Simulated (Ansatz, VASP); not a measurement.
## Two plane-wave programs on LiBe16

```xyz
17
Lattice="-2.2900 -3.9664 0.0000 3.4350 -1.9832 0.0000 0.0000 0.0000 7.1769" Properties=species:S:1:pos:R:3 pbc="T T T"
Be   -0.0347   -3.9085    0.0186
Be   -0.3137   -2.8530    1.8460
Be   -0.0352   -3.9083    3.6735
Be   -0.1433   -2.6173    5.4344
Be   -1.2312   -1.9842    0.0215
Be    3.3810   -2.9529    1.8456
Be   -1.2310   -1.9842    3.6706
Be    2.0994   -2.6198    5.4341
Be    0.8993   -1.8698    0.0261
Be    1.7580   -0.8969    1.8459
Be    0.8988   -1.8690    3.6652
Be    0.9933   -0.6087    5.4343
Be   -0.2579    0.0738    0.0299
Be    1.2679   -4.8634    1.8451
Be   -0.2585    0.0744    3.6608
Be    1.0226   -4.6103    5.4341
Li    1.5494   -2.8838    1.8463
```

Alike in both runs: functional PBE; k mesh 5 × 5 × 3; occupations gaussian, width 0.1 eV; no spin polarisation.

Ansatz relaxed the structure, and its values are those at the end. VASP's run is a single point on that final structure, the one shown.

```csv
,VASP,Ansatz
version,VASP 6.6.1,Ansatz 0.2.0
potentials or method,"VASP PAW PBE potentials, release 64 (Be, Li_sv), cutoff 520 eV","scalar-relativistic, plane waves, PAW"
valence electrons in the cell,35,35
```

Ansatz gave:

| Item | Value |
| --- | --- |
| rms of the force components (eV/Å) | 0.007 |

Task: Which values does VASP return?

Result: rms of the force components (eV/Å): 0.008.

With one functional, cell and mesh, what is left measures potentials, basis and numerics.

Noted on VASP's run: the cutoff is short for stress, so the pressure is rough.
